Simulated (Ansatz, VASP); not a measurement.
BAs in VASP and in Ansatz

The input POSCAR:

```
BAs
1.0
    0.0000000000      2.4156010871      2.4156010871
    2.4156010871      0.0000000000      2.4156010871
    2.4156010871      2.4156010871      0.0000000000
B As
1 1
Direct
    0.0000000000      0.0000000000      0.0000000000
    0.2500000000      0.2500000000      0.2500000000
```

Contents of INCAR.step1:

```
PREC = Accurate
ENCUT = 520
ISMEAR = 0
SIGMA = 0.02
LREAL = False
LASPH = True
NELM = 60
NBANDS = 11
GGA = PE
ALGO = Normal
EDIFF = 1E-4
LWAVE = True
LCHARG = False
```

Contents of INCAR.step2:

```
PREC = Accurate
ENCUT = 520
EDIFF = 1E-7
ISMEAR = 0
SIGMA = 0.02
LREAL = False
LASPH = True
NELM = 60
ALGO = Normal
ISIF = 2
LWAVE = False
LCHARG = False
METAGGA = R2SCAN
LMIXTAU = True
NBANDS = 11
ISTART = 1
```

Contents of KPOINTS:

```
Automatic mesh
0
Gamma
  10 10 10
```

Input for Ansatz:

```yaml
crystal:
  lattice:
    - [0.0, 2.4156010871, 2.4156010871]
    - [2.4156010871, 0.0, 2.4156010871]
    - [2.4156010871, 2.4156010871, 0.0]
  atoms:
    - { symbol: B, position: [0.0, 0.0, 0.0] }
    - { symbol: As, position: [0.25, 0.25, 0.25] }
basis:
  ecutwfc: 500
kpoints:
  mp_grid: { grid: [10, 10, 10] }
hamiltonian:
  xc: r2scan
scf:
  occupations: { method: gaussian, width: 0.02 }
output:
  forces: true
  stress: true
  eigenvalues: true
```

Alike in both runs: task single point; functional r2SCAN; k mesh 10 × 10 × 10; occupations gaussian, width 0.02 eV; no spin polarisation.

|  | VASP | Ansatz |
| --- | --- | --- |
| version | VASP 6.6.1 | Ansatz 0.2.0 |
| potentials or method | VASP PAW PBE potentials, release 64 (B, As), cutoff 520 eV | scalar-relativistic, plane waves, PAW |
| valence electrons in the cell | 8 | 18 |

|  | VASP | Ansatz | Ansatz less VASP |
| --- | --- | --- | --- |
| gap on the k mesh at the Fermi level (eV) | 1.41 | 1.40 | -0.001 |
| least direct gap on the mesh (eV) | 3.41 | 3.40 | -0.004 |
| pressure (GPa) | -3.7 | -3.9 | -0.18 |

VASP's potentials were made for PBE, not for r2SCAN. VASP's potentials hold 8 valence electrons a cell and Ansatz's 18, so a difference there can come from the potentials and not from the codes.
